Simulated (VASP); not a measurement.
# CdF2 (Fm-3m) in VASP: notebook

The runs below take CdF2 through single point, with PBEsol.

Program: VASP 6.6.1. These are calculated values, not measurements. Logs are shortened: lines on timing, memory, paths and dates and some standing lists are left out, and cuts for length are marked.

### 1 The cell of the first run

The structure is cubic, space group Fm-3m (No. 225). The conventional cell has a = 5.352 Å, b = 5.352 Å, c = 5.352 Å, α = 90.00°, β = 90.00°, γ = 90.00°. Within 3.1 Å of Cd (site symmetry m-3m) lie 8 F at 2.32 Å. F (site symmetry -43m) has 4 Cd at 2.32 Å and 6 F at 2.68 Å within 3.1 Å.

### 2 Single point, PBEsol (12.77 Å³/atom)

Input file INCAR:

```
PREC = Accurate
ENCUT = 520
EDIFF = 1E-7
ISMEAR = -1
SIGMA = 0.05
LREAL = F
LASPH = T
NELM = 100
ALGO = Normal
ISIF = 2
LWAVE = F
LCHARG = F
GGA = PS
NBANDS = 20
```

Input file KPOINTS:

```
Automatic mesh
0
Gamma
  9 9 9
```

Input file POSCAR:

```
CdF2
1.0
    0.0000000000      2.6759189183      2.6759189183
    2.6759189183      0.0000000000      2.6759189183
    2.6759189183      2.6759189183      0.0000000000
Cd F
1 2
Direct
    0.0000000000      0.0000000000      0.0000000000
    0.7500000000      0.7500000000      0.7500000000
    0.2500000000      0.2500000000      0.2500000000
```

Potentials or basis: VASP PAW PBE potentials, release 64 (Cd, F).

Launch:

```
$ cat potpaw_PBE.64/Cd/POTCAR potpaw_PBE.64/F/POTCAR > POTCAR
$ mpirun -np 1 vasp_std > vasp.out
```

OUTCAR:

```text
PREC = Accurate
   ENCUT = 520
   EDIFF = 1E-7
   ISMEAR = -1
   LREAL = F
   LASPH = T
   NELM = 100
   ISIF = 2
   GGA = PS

 ion  position               nearest neighbor table
   1  0.000  0.000  0.000-   2 2.32   3 2.32   2 2.32   2 2.32   2 2.32   3 2.32   3 2.32   3 2.32

   2  0.750  0.750  0.750-   1 2.32   1 2.32   1 2.32   1 2.32
   3  0.250  0.250  0.250-   1 2.32   1 2.32   1 2.32   1 2.32

  LATTYP: Found a face centered cubic cell.
 ALAT       =     5.3518378366

  Lattice vectors:

 A1 = (   0.0000000000,   2.6759189183,   2.6759189183)
 A2 = (   2.6759189183,   0.0000000000,   2.6759189183)
 A3 = (   2.6759189183,   2.6759189183,   0.0000000000)

Analysis of symmetry for initial positions (statically):
=====================================================================
 Subroutine PRICEL returns:
 Original cell was already a primitive cell.

 Routine SETGRP: Setting up the symmetry group for a
 face centered cubic supercell.

 Subroutine GETGRP returns: Found 48 space group operations
 (whereof 48 operations were pure point group operations)
 out of a pool of 48 trial point group operations.

The static configuration has the point symmetry O_h .

Analysis of symmetry for dynamics (positions and initial velocities):
=====================================================================
 Subroutine PRICEL returns:
 Original cell was already a primitive cell.

 Routine SETGRP: Setting up the symmetry group for a
 face centered cubic supercell.

 Subroutine GETGRP returns: Found 48 space group operations
 (whereof 48 operations were pure point group operations)
 out of a pool of 48 trial point group operations.

The dynamic configuration has the point symmetry O_h .

 Subroutine INISYM returns: Found 48 space group operations
 (whereof 48 operations are pure point group operations),
 and found     1 'primitive' translations

----------------------------------------------------------------------------------------

                                     Primitive cell

  volume of cell :      38.3221

  direct lattice vectors                    reciprocal lattice vectors
     0.000000000  2.675918918  2.675918918    -0.186851700  0.186851700  0.186851700
     2.675918918  0.000000000  2.675918918     0.186851700 -0.186851700  0.186851700
     2.675918918  2.675918918  0.000000000     0.186851700  0.186851700 -0.186851700

  length of vectors
     3.784320826  3.784320826  3.784320826     0.323636639  0.323636639  0.323636639

  position of ions in fractional coordinates (direct lattice)
     0.000000000  0.000000000  0.000000000
     0.750000000  0.750000000  0.750000000
     0.250000000  0.250000000  0.250000000

  ion indices of the primitive-cell ions
   primitive index   ion index
                 1           1
                 2           2
                 3           3

----------------------------------------------------------------------------------------

 KPOINTS: Automatic mesh

Automatic generation of k-mesh.
 Grid dimensions read from file:
 generate k-points for:    9    9    9

 Generating k-lattice:

  Cartesian coordinates                     Fractional coordinates (reciprocal lattice)
    -0.020761300  0.020761300  0.020761300     0.111111111  0.000000000  0.000000000
     0.020761300 -0.020761300  0.020761300     0.000000000  0.111111111  0.000000000
     0.020761300  0.020761300 -0.020761300     0.000000000  0.000000000  0.111111111

  Length of vectors
     0.035959627  0.035959627  0.035959627

  Shift w.r.t. Gamma in fractional coordinates (k-lattice)
     0.000000000  0.000000000  0.000000000

 Subroutine IBZKPT returns following result:
 ===========================================

 Found     35 irreducible k-points:

 Following reciprocal coordinates:
            Coordinates               Weight
  0.000000  0.000000  0.000000      1.000000
  0.111111  0.000000  0.000000      8.000000
  0.222222  0.000000  0.000000      8.000000
  0.333333  0.000000  0.000000      8.000000
  0.444444  0.000000  0.000000      8.000000
  0.111111  0.111111  0.000000      6.000000
[... 16 lines left out ...]
 -0.333333  0.333333  0.000000     12.000000
  0.444444  0.444444  0.000000      6.000000
 [... further k-points ...]
   k-points           NKPTS =     35   k-points in BZ     NKDIM =     35   number of bands    NBANDS=     20
   number of dos      NEDOS =    301   number of ions     NIONS =      3
   total plane-waves  NPLWV =  21952
   dimension x,y,z NGX =    28 NGY =   28 NGZ =   28
   dimension x,y,z NGXF=    56 NGYF=   56 NGZF=   56
   ions per type =               1   2
   NGX,Y,Z   is equivalent  to a cutoff of  12.30, 12.30, 12.30 a.u.
   NGXF,Y,Z  is equivalent  to a cutoff of  24.60, 24.60, 24.60 a.u.
 SYSTEM =  unknown system
   PREC   = accura    normal or accurate (medium, high low for compatibility)
   ISTART =      0    job   : 0-new  1-cont  2-samecut
   ICHARG =      2    charge: 1-file 2-atom 10-const
   ISPIN  =      1    spin polarized calculation?
   LNONCOLLINEAR =      F non collinear calculations
   LSORBIT =      F    spin-orbit coupling
   LASPH  =      T    aspherical Exc in radial PAW
   ENCUT  =  520.0 eV  38.22 Ry    6.18 a.u.   7.04  7.04  7.04*2*pi/ulx,y,z
   NELM   =    100;   NELMIN=  2; NELMDL= -5     # of ELM steps
   EDIFF  = 0.1E-06   stopping-criterion for ELM
   LREAL  =      F    real-space projection
   EDIFFG = 0.1E-05   stopping-criterion for IOM
   NSW    =      0    number of steps for IOM
   IBRION =     -1    ionic relax: 0-MD 1-quasi-New 2-CG
   NFREE  =      0    steps in history (QN), initial steepest desc. (CG)
   ISIF   =      2    stress and relaxation
   ISYM   =      2    0-nonsym 1-usesym 2-fastsym
   POTIM  = 0.5000    time-step for ionic-motion
   TEBEG  =    0.0;   TEEND  =   0.0 temperature during run
   PSTRESS=    0.0 pullay stress
   NELECT =      26.0000    total number of electrons
   NUPDOWN=      -1.0000    fix difference up-down
   EMIN   =  10.00;   EMAX   =-10.00  energy-range for DOS
   EFERMI =   0.00;   METHOD = LEGACY
   ISMEAR =    -1;   SIGMA  =   0.05  broadening in eV -4-tet -1-fermi 0-gaus
   EFERMI_NEDOS =   21; number of points for ismear=-14 and -15
   IALGO  =     38    algorithm
   IMIX   =      4    mixing-type and parameters
     AMIX     =   0.40;   BMIX     =  1.00
     AMIX_MAG =   1.60;   BMIX_MAG =  1.00
  volume/ion in A,a.u.               =      12.77        86.20
  Fermi-wavevector in a.u.,A,eV,Ry     =   1.438521  2.718411 28.155133  2.069344
  Thomas-Fermi vector in A             =   2.557479
   LORBIT       =      0    0 simple, 1 ext, 2 COOP (PROOUT), +10 PAW based schemes
   GGA     = PS    functional components
   LHFCALC =     F    Hartree Fock is set to
   AEXX    =    0.0000 exact exchange contribution
   IVDW    =     0    specifies the selected vdW correction
   LEPSILON=     F    determine dielectric tensor
   LRPA    =     F    only Hartree local field effects (RPA)
 non-spin polarized calculation
  energy-cutoff  :      520.00
  volume of cell :       38.32
 maximum number of plane-waves:      1044
   NGX = 15   NGY = 15   NGZ = 15

 number of electron      26.0000004 magnetization

 Free energy of the ion-electron system (eV)
  ---------------------------------------------------
  ext. energy  EPLUGINS =         0.00000000
  ---------------------------------------------------
  free energy    TOTEN  =       -11.58310905 eV

  energy without entropy =      -11.58310905  energy(sigma->0) =      -11.58310905

 E-fermi :  -0.2050     XC(G=0): -10.8215

 val. band max:       -1.3170461071   @ k =  -0.3333   0.4444   0.2222
 cond. band min:       1.6840194826   @ k =   0.0000   0.0000   0.0000
 fundamental gap:      3.0010655897
 Fermi energy:        -0.2050037408

 k-point     1 :       0.0000    0.0000    0.0000
  band No.  band energies     occupation
      1     -22.1217      2.00000
      2     -20.9275      2.00000
      3      -6.9866      2.00000
      4      -6.9866      2.00000
      5      -6.9866      2.00000
      6      -5.6426      2.00000
[... 12 lines left out ...]
     19      18.5275      0.00000
     20      18.5275      0.00000

 k-point     2 :       0.1111    0.0000    0.0000
  band No.  band energies     occupation
      1     -22.0792      2.00000
      2     -20.9647      2.00000
      3      -6.9358      2.00000
      4      -6.9358      2.00000
      5      -6.8454      2.00000
      6      -5.6599      2.00000
[... 12 lines left out ...]
     19      18.2083      0.00000
     20      18.2083      0.00000

 k-point     3 :       0.2222    0.0000    0.0000
  band No.  band energies     occupation
      1     -21.9613      2.00000
      2     -21.0707      2.00000
      3      -6.8105      2.00000
      4      -6.8105      2.00000
      5      -6.4553      2.00000
      6      -5.6831      2.00000
[... 12 lines left out ...]
     19      17.6201      0.00000
     20      18.2137      0.00000

 k-point     4 :       0.3333    0.0000    0.0000
  band No.  band energies     occupation
      1     -21.7930      2.00000
      2     -21.2227      2.00000
      3      -6.6845      2.00000
      4      -6.6845      2.00000
      5      -5.9174      2.00000
      6      -5.6533      2.00000
[... 12 lines left out ...]
     19      17.1353      0.00000
     20      17.9932      0.00000

 k-point     5 :       0.4444    0.0000    0.0000
  band No.  band energies     occupation
      1     -21.6061      2.00000
      2     -21.3965      2.00000
      3      -6.6214      2.00000
      4      -6.6214      2.00000
      5      -5.5809      2.00000
      6      -5.5809      2.00000
[... 12 lines left out ...]
     19      16.8706      0.00000
     20      17.4902      0.00000

 k-point     6 :       0.1111    0.1111    0.0000
  band No.  band energies     occupation
      1     -22.0657      2.00000
      2     -20.9763      2.00000
      3      -6.9140      2.00000
      4      -6.9140      2.00000
      5      -6.8050      2.00000
      6      -5.7157      2.00000
[... 12 lines left out ...]
     19      18.1238      0.00000
     20      18.6414      0.00000

 k-point     7 :       0.2222    0.1111    0.0000
  band No.  band energies     occupation
      1     -21.9756      2.00000
      2     -21.0558      2.00000
      3      -6.8045      2.00000
      4      -6.8032      2.00000
      5      -6.5078      2.00000
      6      -5.7977      2.00000
[... 12 lines left out ...]
     19      18.4461      0.00000
     20      19.1554      0.00000
[... 277 lines left out ...]
 k-point    20 :       0.3333    0.3333    0.0000
  band No.  band energies     occupation
      1     -21.7475      2.00000
      2     -21.2347      2.00000
      3      -6.4150      2.00000
      4      -6.3559      2.00000
      5      -6.3559      2.00000
      6      -5.7720      2.00000
[... 12 lines left out ...]
     19      19.0919      0.00000
     20      19.4727      0.00000

 k-point    21 :       0.4444    0.3333    0.0000
  band No.  band energies     occupation
      1     -21.6589      2.00000
      2     -21.3054      2.00000
      3      -6.5849      2.00000
      4      -6.1921      2.00000
      5      -6.1238      2.00000
      6      -5.5485      2.00000
[... 12 lines left out ...]
     19      18.9408      0.00000
     20      19.5645      0.00000

 k-point    22 :      -0.4444    0.3333    0.0000
  band No.  band energies     occupation
      1     -21.5636      2.00000
      2     -21.3924      2.00000
      3      -6.5843      2.00000
      4      -6.1160      2.00000
      5      -5.8764      2.00000
      6      -5.6523      2.00000
[... 12 lines left out ...]
     19      19.2969      0.00000
     20      19.5286      0.00000

 k-point    23 :      -0.3333    0.3333    0.0000
  band No.  band energies     occupation
      1     -21.4932      2.00000
      2     -21.4700      2.00000
      3      -6.5198      2.00000
      4      -6.1707      2.00000
      5      -5.7996      2.00000
      6      -5.6625      2.00000
[... 12 lines left out ...]
     19      18.1229      0.00000
     20      20.4230      0.00000

 k-point    24 :       0.4444    0.4444    0.0000
  band No.  band energies     occupation
      1     -21.6298      2.00000
      2     -21.3200      2.00000
      3      -6.7646      2.00000
      4      -6.0011      2.00000
      5      -6.0011      2.00000
      6      -5.5191      2.00000
[... 12 lines left out ...]
     19      18.2881      0.00000
     20      19.9237      0.00000

 [... further k-points ...]

------------------------ aborting loop because EDIFF is reached ----------------------------------------

  FORCE on cell =-STRESS in cart. coord.  units (eV):
  Direction    XX          YY          ZZ          XY          YZ          ZX
  --------------------------------------------------------------------------------------
  -------------------------------------------------------------------------------------
  Total        0.6964500      0.6964500      0.6964500     -0.0000000     -0.0000000      0.0000000
  in kB       29.1173409     29.1173409     29.1173409     -0.0000000     -0.0000000      0.0000000
  external PRESSURE =      29.1173409 kB  Pullay stress =       0.0000000 kB

 VOLUME and BASIS-vectors are now :
 -----------------------------------------------------------------------------
  energy-cutoff  :      520.00
  volume of cell :       38.32
      direct lattice vectors                 reciprocal lattice vectors
     0.000000000  2.675918918  2.675918918    -0.186851700  0.186851700  0.186851700
     2.675918918  0.000000000  2.675918918     0.186851700 -0.186851700  0.186851700
     2.675918918  2.675918918  0.000000000     0.186851700  0.186851700 -0.186851700

 POSITION                                       TOTAL-FORCE (eV/Angst)
 -----------------------------------------------------------------------------------
      0.00000      0.00000      0.00000         0.000000      0.000000      0.000000
      4.01388      4.01388      4.01388        -0.000000     -0.000000     -0.000000
      1.33796      1.33796      1.33796         0.000000     -0.000000      0.000000
 -----------------------------------------------------------------------------------
    total drift:                                0.000000      0.000000      0.000000

  FREE ENERGIE OF THE ION-ELECTRON SYSTEM (eV)
  ---------------------------------------------------
  free  energy   TOTEN  =       -11.5831090537 eV

  energy  without entropy=      -11.5831090536  energy(sigma->0) =      -11.58310905
```

It took 43 s on 1 thread of Intel Xeon 8259CL, shared host; peak memory 0.17 GiB.

Results:

```
Free energy            : -11.5831 eV
Pressure               : 2.9 GPa
Band gap on the k mesh : 3.00 eV (least direct gap 3.44 eV)
```

Levels at points of the mesh, in eV from the valence-band top:
| k point | band 9 | band 10 | band 11 | band 12 | band 13 | band 14 | band 15 | band 16 | band 17 | band 18 |
| --- | --- | --- | --- | --- | --- | --- | --- | --- | --- | --- |
| (0.00, 0.00, 0.00) | -1.02 | -1.02 | -0.43 | -0.43 | -0.43 | 3.00 | 12.62 | 12.62 | 12.62 | 17.59 |

Caveat: the PAW data sets were made with another functional, which shifts forces and pressure a little; an odd mesh through Γ misses points on the zone boundary, where band edges can lie.

### 3 Single point, PBEsol (13.30 Å³/atom)

This run uses another cell than the first one, of 13.30 Å³/atom.

Input file INCAR:

```
SYSTEM = CdF2
ALGO = Normal ; EDIFF = 1E-6
ENCUT = 520 ; GGA = PS
ISIF = 2 ; ISMEAR = -1
LASPH = .TRUE. ; LCHARG = .FALSE.
LREAL = .FALSE. ; LWAVE = .FALSE.
NBANDS = 20 ; NELM = 60
PREC = Accurate ; SIGMA = 0.05
```

Input file KPOINTS:

```
k-points
0
G
  9 9 9
  0 0 0
```

Input file POSCAR:

```
CdF2
1.0
    0.0000000000      2.7118415796      2.7118415796
    2.7118415796      0.0000000000      2.7118415796
    2.7118415796      2.7118415796      0.0000000000
Cd F
1 2
Direct
    0.0000000000      0.0000000000      0.0000000000
    0.7500000000      0.7500000000      0.7500000000
    0.2500000000      0.2500000000      0.2500000000
```

Potentials or basis: VASP PAW PBE potentials, release 64 (Cd, F).

Launch:

```
$ cat potpaw_PBE.64/Cd/POTCAR potpaw_PBE.64/F/POTCAR > POTCAR
$ mpirun -np 1 vasp_std > vasp.out
```

Run time: 56 s. Hardware: 1 thread of Intel Xeon 8259CL, shared host; peak memory 0.18 GiB.

It converged, with:

- Free energy: -11.5921 eV
- Pressure: -1.6 GPa
- Band gap on the k mesh: 2.87 eV (least direct gap 3.35 eV)

Levels at points of the mesh, in eV from the valence-band top:
```csv
k point,band 9,band 10,band 11,band 12,band 13,band 14,band 15,band 16,band 17,band 18
"(0.00, 0.00, 0.00)",-0.91,-0.91,-0.49,-0.49,-0.49,2.87,12.44,12.44,12.44,17.24
```

Caveat: the PAW data sets were made with another functional, which shifts forces and pressure a little; an odd mesh through Γ misses points on the zone boundary, where band edges can lie.

### 4 Single point, PBEsol (13.82 Å³/atom)

This run uses another cell than the first one, of 13.82 Å³/atom.

Input file INCAR:

```
PREC     = Accurate       # precision mode
ENCUT    = 520            # plane-wave cutoff, eV
EDIFF    = 1E-7           # SCF threshold, eV
ISMEAR   = -1             # smearing method
SIGMA    = 0.05           # smearing width, eV
LREAL    = False          # projectors in reciprocal space
LASPH    = True           # aspherical terms in the spheres
NELM     = 100            # most SCF steps
ALGO     = Normal         # electronic algorithm
ISIF     = 2              # what is computed and relaxed
LWAVE    = False          # write WAVECAR
LCHARG   = False          # write CHGCAR
GGA      = PS             # functional
NBANDS   = 20             # bands
```

Input file KPOINTS:

```
regular mesh
0
Gamma
  9 9 9
```

Input file POSCAR:

```
CdF2
1.0
    0.0000000000      2.7468369436      2.7468369436
    2.7468369436      0.0000000000      2.7468369436
    2.7468369436      2.7468369436      0.0000000000
Cd F
1 2
Direct
    0.0000000000      0.0000000000      0.0000000000
    0.7500000000      0.7500000000      0.7500000000
    0.2500000000      0.2500000000      0.2500000000
```

Launch:

```
$ cat potpaw_PBE.64/Cd/POTCAR potpaw_PBE.64/F/POTCAR > POTCAR
$ mpirun -np 1 vasp_std > vasp.out
```

It took 57 s on 1 thread of Intel Xeon 8259CL, shared host; peak memory 0.18 GiB.

It converged, with:

| Quantity | Value |
| --- | --- |
| Free energy | -11.5618 eV |
| Pressure | -5.1 GPa |
| Band gap on the k mesh | 2.74 eV (least direct gap 3.27 eV) |

Levels at points of the mesh, in eV from the valence-band top:
```csv
k point,band 11,band 12,band 13,band 14,band 15,band 16
"(0.00, 0.00, 0.00)",-0.53,-0.53,-0.53,2.74,12.25,12.25
```

Caveat: the cell stands under tension; the PAW data sets were made with another functional, which shifts forces and pressure a little; an odd mesh through Γ misses points on the zone boundary, where band edges can lie.

### 5 The runs side by side

```tsv
cell	gap on the mesh (eV)	pressure (GPa)
a = 3.784 Å, angles 60.0°, 3 atoms	3.00	2.9
a = 3.835 Å, angles 60.0°, 3 atoms	2.87	-1.6
a = 3.885 Å, angles 60.0°, 3 atoms	2.74	-5.1
```

Alike in all rows: task single point; level PBEsol; potentials or basis VASP PAW PBE potentials, release 64 (Cd, F); no spin polarisation; k mesh 9 × 9 × 9; cutoff (eV) 520; smearing fermi-dirac 0.05 eV.

Caveats: the PAW data sets were made with another functional, which shifts forces and pressure a little; an odd mesh through Γ misses points on the zone boundary, where band edges can lie; the cell stands under tension (at least some runs).

Absolute energies hang on the potentials; compare differences alone.
